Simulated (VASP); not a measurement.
# V (Im-3m) in VASP: single point with PBE

Aim: the single point of V with PBE.

All numbers are computed with VASP 6.6.1; they aren't measurements. Logs are shortened: lines on timing, memory, paths and dates and some standing lists are left out, and cuts for length are marked.

## Step 1: The cell of the first run

It takes space group Im-3m (No. 229, cubic). Conventional cell: a = 2.925 Å, b = 2.925 Å, c = 2.925 Å, α = 90.00°, β = 90.00°, γ = 90.00°. Within 3.3 Å of V (site symmetry m-3m) lie 14 V at 2.53 to 2.92 Å.

## Step 2: Single point, PBE, collinear spin, zero start

Input file INCAR:

```
SYSTEM = V
PREC = Accurate
ENCUT = 500
EDIFF = 1E-6
ISMEAR = -1
SIGMA = 0.1
LREAL = .FALSE.
LASPH = .TRUE.
NELM = 200
ALGO = Normal
ISIF = 2
LWAVE = .FALSE.
LCHARG = .FALSE.
ISPIN = 2
MAGMOM = 0
LORBIT = 11
LMAXMIX = 4
GGA = PE
NBANDS = 16
GGA_COMPAT = .FALSE.
```

Input file KPOINTS:

```
regular mesh
0
G
  8 8 8
  0 0 0
```

Input file POSCAR:

```
V
1.0
   -1.4625000000      1.4625000000      1.4625000000
    1.4625000000     -1.4625000000      1.4625000000
    1.4625000000      1.4625000000     -1.4625000000
V
1
Direct
    0.0000000000      0.0000000000      0.0000000000
```

Potentials or basis: VASP PAW PBE potentials, release 64 (V_sv).

Command:

```console
> cat potpaw_PBE.64/V_sv/POTCAR > POTCAR
> mpirun -np 1 vasp_std > vasp.out
```

OUTCAR:

```text
SYSTEM = V
   PREC = Accurate
   ENCUT = 500
   EDIFF = 1E-6
   ISMEAR = -1
   LREAL = .FALSE.
   LASPH = .TRUE.
   NELM = 200
   ISIF = 2
   ISPIN = 2
   LORBIT = 11
   GGA = PE

 ion  position               nearest neighbor table
   1  0.000  0.000  0.000-

  LATTYP: Found a body centered cubic cell.
 ALAT       =     2.9250000000

  Lattice vectors:

 A1 = (  -1.4625000000,   1.4625000000,   1.4625000000)
 A2 = (   1.4625000000,  -1.4625000000,   1.4625000000)
 A3 = (   1.4625000000,   1.4625000000,  -1.4625000000)

Analysis of symmetry for initial positions (statically):
=====================================================================
 Subroutine PRICEL returns:
 Original cell was already a primitive cell.

 Routine SETGRP: Setting up the symmetry group for a
 body centered cubic supercell.

 Subroutine GETGRP returns: Found 48 space group operations
 (whereof 48 operations were pure point group operations)
 out of a pool of 48 trial point group operations.

The static configuration has the point symmetry O_h .

Analysis of symmetry for dynamics (positions and initial velocities):
=====================================================================
 Subroutine PRICEL returns:
 Original cell was already a primitive cell.

 Routine SETGRP: Setting up the symmetry group for a
 body centered cubic supercell.

 Subroutine GETGRP returns: Found 48 space group operations
 (whereof 48 operations were pure point group operations)
 out of a pool of 48 trial point group operations.

The dynamic configuration has the point symmetry O_h .

Analysis of structural, dynamic, and magnetic symmetry:
=====================================================================
 Subroutine PRICEL returns:
 Original cell was already a primitive cell.

 Routine SETGRP: Setting up the symmetry group for a
 body centered cubic supercell.

 Subroutine GETGRP returns: Found 48 space group operations
 (whereof 48 operations were pure point group operations)
 out of a pool of 48 trial point group operations.

The overall configuration has the point symmetry O_h .

 Subroutine INISYM returns: Found 48 space group operations
 (whereof 48 operations are pure point group operations),
 and found     1 'primitive' translations

----------------------------------------------------------------------------------------

                                     Primitive cell

  volume of cell :      12.5126

  direct lattice vectors                    reciprocal lattice vectors
    -1.462500000  1.462500000  1.462500000     0.000000000  0.341880342  0.341880342
     1.462500000 -1.462500000  1.462500000     0.341880342  0.000000000  0.341880342
     1.462500000  1.462500000 -1.462500000     0.341880342  0.341880342  0.000000000

  length of vectors
     2.533124306  2.533124306  2.533124306     0.483491816  0.483491816  0.483491816

  position of ions in fractional coordinates (direct lattice)
     0.000000000  0.000000000  0.000000000

  ion indices of the primitive-cell ions
   primitive index   ion index
                 1           1

----------------------------------------------------------------------------------------

 KPOINTS: regular mesh

Automatic generation of k-mesh.
 Grid dimensions read from file:
 generate k-points for:    8    8    8

 Generating k-lattice:

  Cartesian coordinates                     Fractional coordinates (reciprocal lattice)
     0.000000000  0.042735043  0.042735043     0.125000000  0.000000000  0.000000000
     0.042735043  0.000000000  0.042735043     0.000000000  0.125000000  0.000000000
     0.042735043  0.042735043  0.000000000     0.000000000  0.000000000  0.125000000

  Length of vectors
     0.060436477  0.060436477  0.060436477

  Shift w.r.t. Gamma in fractional coordinates (k-lattice)
     0.000000000  0.000000000  0.000000000

 Subroutine IBZKPT returns following result:
 ===========================================

 Found     29 irreducible k-points:

 Following reciprocal coordinates:
            Coordinates               Weight
  0.000000  0.000000  0.000000      1.000000
  0.125000  0.000000  0.000000     12.000000
  0.250000  0.000000  0.000000     12.000000
  0.375000  0.000000  0.000000     12.000000
  0.500000  0.000000  0.000000      6.000000
  0.125000  0.125000  0.000000     24.000000
[... 16 lines left out ...]
 -0.250000  0.250000  0.250000      6.000000
 -0.375000  0.375000  0.250000     24.000000
 [... further k-points ...]
   k-points           NKPTS =     29   k-points in BZ     NKDIM =     29   number of bands    NBANDS=     16
   number of dos      NEDOS =    301   number of ions     NIONS =      1
   total plane-waves  NPLWV =   5832
   dimension x,y,z NGX =    18 NGY =   18 NGZ =   18
   dimension x,y,z NGXF=    36 NGYF=   36 NGZF=   36
   ions per type =               1
   NGX,Y,Z   is equivalent  to a cutoff of  11.81, 11.81, 11.81 a.u.
   NGXF,Y,Z  is equivalent  to a cutoff of  23.63, 23.63, 23.63 a.u.
 SYSTEM =  V
   PREC   = accura    normal or accurate (medium, high low for compatibility)
   ISTART =      0    job   : 0-new  1-cont  2-samecut
   ICHARG =      2    charge: 1-file 2-atom 10-const
   ISPIN  =      2    spin polarized calculation?
   LNONCOLLINEAR =      F non collinear calculations
   LSORBIT =      F    spin-orbit coupling
   LASPH  =      T    aspherical Exc in radial PAW
   ENCUT  =  500.0 eV  36.75 Ry    6.06 a.u.   4.62  4.62  4.62*2*pi/ulx,y,z
   NELM   =    200;   NELMIN=  2; NELMDL= -5     # of ELM steps
   EDIFF  = 0.1E-05   stopping-criterion for ELM
   LREAL  =      F    real-space projection
   EDIFFG = 0.1E-04   stopping-criterion for IOM
   NSW    =      0    number of steps for IOM
   IBRION =     -1    ionic relax: 0-MD 1-quasi-New 2-CG
   NFREE  =      0    steps in history (QN), initial steepest desc. (CG)
   ISIF   =      2    stress and relaxation
   ISYM   =      2    0-nonsym 1-usesym 2-fastsym
   POTIM  = 0.5000    time-step for ionic-motion
   TEBEG  =    0.0;   TEEND  =   0.0 temperature during run
   PSTRESS=    0.0 pullay stress
   NELECT =      13.0000    total number of electrons
   NUPDOWN=      -1.0000    fix difference up-down
   EMIN   =  10.00;   EMAX   =-10.00  energy-range for DOS
   EFERMI =   0.00;   METHOD = LEGACY
   ISMEAR =    -1;   SIGMA  =   0.10  broadening in eV -4-tet -1-fermi 0-gaus
   EFERMI_NEDOS =   21; number of points for ismear=-14 and -15
   IALGO  =     38    algorithm
   IMIX   =      4    mixing-type and parameters
     AMIX     =   0.40;   BMIX     =  1.00
     AMIX_MAG =   1.60;   BMIX_MAG =  1.00
  volume/ion in A,a.u.               =      12.51        84.44
  Fermi-wavevector in a.u.,A,eV,Ry     =   1.658085  3.133326 37.405753  2.749245
  Thomas-Fermi vector in A             =   2.745726
   LORBIT       =     11    0 simple, 1 ext, 2 COOP (PROOUT), +10 PAW based schemes
   GGA     = PE    functional components
   LHFCALC =     F    Hartree Fock is set to
   AEXX    =    0.0000 exact exchange contribution
   IVDW    =     0    specifies the selected vdW correction
   LEPSILON=     F    determine dielectric tensor
   LRPA    =     F    only Hartree local field effects (RPA)
 spin polarized calculation
  energy-cutoff  :      500.00
  volume of cell :       12.51
 maximum number of plane-waves:       327
   NGX =  9   NGY =  9   NGZ =  9

 number of electron      13.0000012 magnetization       0.0000032

 number of electron      13.0000012 magnetization      -0.0000017

 Free energy of the ion-electron system (eV)
  ---------------------------------------------------
  ext. energy  EPLUGINS =         0.00000000
  ---------------------------------------------------
  free energy    TOTEN  =        -8.99264895 eV

  energy without entropy =       -8.94724579  energy(sigma->0) =       -8.96994737

 E-fermi :  10.6746     XC(G=0): -13.3054

 val. band max:       10.6516995178   @ k =  -0.2500   0.2500   0.1250
 cond. band min:      10.7488197952   @ k =   0.5000   0.5000   0.1250
 fundamental gap:      0.0971202774
 Fermi energy:        10.6745948425

 spin component 1

 k-point     1 :       0.0000    0.0000    0.0000
  band No.  band energies     occupation
      1     -52.9545      1.00000
      2     -26.1222      1.00000
      3     -26.1222      1.00000
      4     -26.1222      1.00000
      5       3.9238      1.00000
      6      11.0997      0.01404
[... 8 lines left out ...]
     15      39.4499      0.00000
     16      44.3592      0.00000

 k-point     2 :       0.1250    0.0000    0.0000
  band No.  band energies     occupation
      1     -52.9164      1.00000
      2     -26.2958      1.00000
      3     -26.1743      1.00000
      4     -26.1237      1.00000
      5       4.5809      1.00000
      6      10.8150      0.19717
[... 8 lines left out ...]
     15      40.1364      0.00000
     16      40.6077      0.00000
[... 387 lines left out ...]
      5       7.7327      1.00000
      6       9.9666      0.99916
[... 8 lines left out ...]
     15      42.6601      0.00000
     16      42.6601      0.00000

 k-point    24 :      -0.3750    0.3750    0.2500
  band No.  band energies     occupation
      1     -52.6341      1.00000
      2     -26.9564      1.00000
      3     -26.6271      1.00000
      4     -26.5287      1.00000
      5       8.3112      1.00000
      6       8.9951      1.00000
[... 8 lines left out ...]
     15      41.8596      0.00000
     16      42.0868      0.00000

 [... further k-points ...]

 spin component 2

 k-point     1 :       0.0000    0.0000    0.0000
  band No.  band energies     occupation
      1     -52.9545      1.00000
      2     -26.1222      1.00000
      3     -26.1222      1.00000
      4     -26.1222      1.00000
      5       3.9238      1.00000
      6      11.0997      0.01404
[... 8 lines left out ...]
     15      39.4499      0.00000
     16      44.3592      0.00000

 k-point     2 :       0.1250    0.0000    0.0000
  band No.  band energies     occupation
      1     -52.9164      1.00000
      2     -26.2958      1.00000
      3     -26.1743      1.00000
      4     -26.1237      1.00000
      5       4.5809      1.00000
      6      10.8150      0.19717
[... 8 lines left out ...]
     15      40.1364      0.00000
     16      40.6077      0.00000
[... 387 lines left out ...]
      5       7.7327      1.00000
      6       9.9666      0.99916
[... 8 lines left out ...]
     15      42.6601      0.00000
     16      42.6601      0.00000

 k-point    24 :      -0.3750    0.3750    0.2500
  band No.  band energies     occupation
      1     -52.6341      1.00000
      2     -26.9564      1.00000
      3     -26.6271      1.00000
      4     -26.5287      1.00000
      5       8.3112      1.00000
      6       8.9951      1.00000
[... 8 lines left out ...]
     15      41.8596      0.00000
     16      42.0868      0.00000

 [... further k-points ...]
[... 5 lines left out ...]
  --------------------------------------------------------------------------------------
  -------------------------------------------------------------------------------------
  Total        1.1421370      1.1421370      1.1421370     -0.0000000     -0.0000000      0.0000000
  in kB      146.2450513    146.2450513    146.2450513     -0.0000000     -0.0000000      0.0000000
  external PRESSURE =     146.2450513 kB  Pullay stress =       0.0000000 kB

 VOLUME and BASIS-vectors are now :
 -----------------------------------------------------------------------------
  energy-cutoff  :      500.00
  volume of cell :       12.51
      direct lattice vectors                 reciprocal lattice vectors
    -1.462500000  1.462500000  1.462500000     0.000000000  0.341880342  0.341880342
     1.462500000 -1.462500000  1.462500000     0.341880342  0.000000000  0.341880342
     1.462500000  1.462500000 -1.462500000     0.341880342  0.341880342  0.000000000

 POSITION                                       TOTAL-FORCE (eV/Angst)
 -----------------------------------------------------------------------------------
      0.00000      0.00000      0.00000        -0.000000     -0.000000     -0.000000
 -----------------------------------------------------------------------------------
    total drift:                                0.000000      0.000000      0.000000

  FREE ENERGIE OF THE ION-ELECTRON SYSTEM (eV)
  ---------------------------------------------------
  free  energy   TOTEN  =        -8.9926489518 eV

  energy  without entropy=       -8.9472457923  energy(sigma->0) =       -8.96994737

 total charge

# of ion       s       p       d       tot
------------------------------------------
    1        2.365   6.240   3.190  11.794

 magnetization (x)

# of ion       s       p       d       tot
------------------------------------------
    1       -0.000  -0.000  -0.000  -0.000
```

Run time: 18 s. Hardware: 1 thread of Intel Xeon 8259CL, shared host; peak memory 0.13 GiB.

What came out:

| Quantity | Value |
| --- | --- |
| Free energy | -8.9926 eV |
| Pressure | 14.6 GPa |
| Net moment | 0.00 μB per cell |
| Valence electrons inside the program's atomic spheres | V 11.79 |

Levels at points of the mesh, in eV from the Fermi level:
Spin up:
```csv
k point,band 2,band 3,band 4,band 5,band 6,band 7,band 8,band 9,band 10,band 11
"(0.00, 0.00, 0.00)",-36.80,-36.80,-36.80,-6.75,0.43,0.43,0.43,2.63,2.63,21.05
"(0.50, 0.00, 0.00)",-37.93,-37.15,-36.81,-3.44,-1.28,1.91,2.65,3.05,4.53,11.13
"(0.50, 0.50, 0.50)",-37.56,-37.56,-37.56,-3.36,-3.36,4.09,4.09,4.09,10.91,10.91
```
Spin down:
```
           k point  band 4  band 5  band 6  band 7  band 8  band 9
(0.00, 0.00, 0.00)  -36.80   -6.75    0.43    0.43    0.43    2.63
(0.50, 0.00, 0.00)  -36.81   -3.44   -1.28    1.91    2.65    3.05
(0.50, 0.50, 0.50)  -37.56   -3.36   -3.36    4.09    4.09    4.09
```

Caveat: the k points lie up to 0.38 Å⁻¹ apart.
